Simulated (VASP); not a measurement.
YbB2Ru3, 6 atoms in the cell. Symmetry: P6/mmm, No. 191, hexagonal system. The conventional cell has a = 5.462 Å, b = 5.462 Å, c = 2.958 Å, α = 90.00°, β = 90.00°, γ = 120.00°. Within 3.9 Å of Yb (site symmetry 6/mmm) lie 2 Yb at 2.96 Å and 12 Ru at 3.11 Å and 6 B at 3.15 Å. B (site symmetry -6m2) has 6 Ru at 2.16 Å within 2.9 Å. Ru (site symmetry mmm) has 4 B at 2.16 Å and 4 Ru at 2.73 Å within 2.9 Å. 

* Program: VASP 6.6.1
* Task: single point
* Functional: PBEsol
* Potentials or basis: VASP PAW PBE potentials, release 64 (Yb, B, Ru_pv)
* Cutoff: 520 eV
* k mesh: 5 × 5 × 7
* Occupations: methfessel-paxton, width 0.1 eV
* Spin: no spin polarisation
* Dipole correction: no
* Further INCAR settings: ALGO = Normal; EDIFF = 1e-06; NBANDS = 45

Potentials or basis: VASP PAW PBE potentials, release 64 (Yb, B, Ru_pv).

Run with:

```bash
$ cat potpaw_PBE.64/Yb/POTCAR potpaw_PBE.64/B/POTCAR potpaw_PBE.64/Ru_pv/POTCAR > POTCAR
$ mpirun -np 1 vasp_std > vasp.out
```

Hardware: 1 thread of AMD EPYC 7R13 Processor (Zen 3), with other jobs on the host.

Task: How long does it take, and how much memory?

Result: It took 3.5 min on 1 thread of AMD EPYC 7R13 Processor (Zen 3), on a shared host, peak memory 0.21 GiB. Counts: scf iterations 36, k points 20.
